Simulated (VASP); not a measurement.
Wanted: the native input for a VASP 6.6.1 run.

| Property | Result |
| --- | --- |
| Task | single point |
| Functional | PBE |
| Potentials or basis | VASP PAW PBE potentials, release 64 (B, N) |
| Cutoff | 600 eV |
| k mesh | 12 × 12 × 12 |
| Occupations | gaussian, width 0.02 eV |
| Spin | no spin polarisation |
| Dipole correction | no |
| Further INCAR settings | ALGO = Normal; EDIFF = 1e-06; NBANDS = 11 |

The structure of BN (pbe) lies in POSCAR:

```
BN
1.0
    0.0000000000      1.8120428284      1.8120428284
    1.8120428284      0.0000000000      1.8120428284
    1.8120428284      1.8120428284      0.0000000000
B N
1 1
Direct
    0.0000000000      0.0000000000      0.0000000000
    0.2500000000      0.2500000000      0.2500000000
```

The input as run:

INCAR

```
SYSTEM = BN
  PREC = Accurate
  ENCUT = 600
  EDIFF = 1E-6
  ISMEAR = 0
  SIGMA = 0.02
  LREAL = .False.
  LASPH = .True.
  NELM = 120
  ALGO = Normal
  ISIF = 2
  LWAVE = .False.
  LCHARG = .False.
  GGA = PE
  NBANDS = 11
  GGA_COMPAT = .False.
```

KPOINTS

```
Automatic mesh
0
Gamma
  12 12 12
  0 0 0
```

Potentials or basis: VASP PAW PBE potentials, release 64 (B, N).

Command:

```bash
$ cat potpaw_PBE.64/B/POTCAR potpaw_PBE.64/N/POTCAR > POTCAR
$ mpirun -np 1 vasp_std > vasp.out
```

It gave:

* Pressure: 0.2 GPa
* Band gap on the k mesh: 4.45 eV, indirect (least direct gap 8.78 eV)

It took 4.3 s on 1 thread of Intel(R) Xeon(R) 6975P-C (Granite Rapids), with other jobs on the host, peak memory 0.12 GiB.
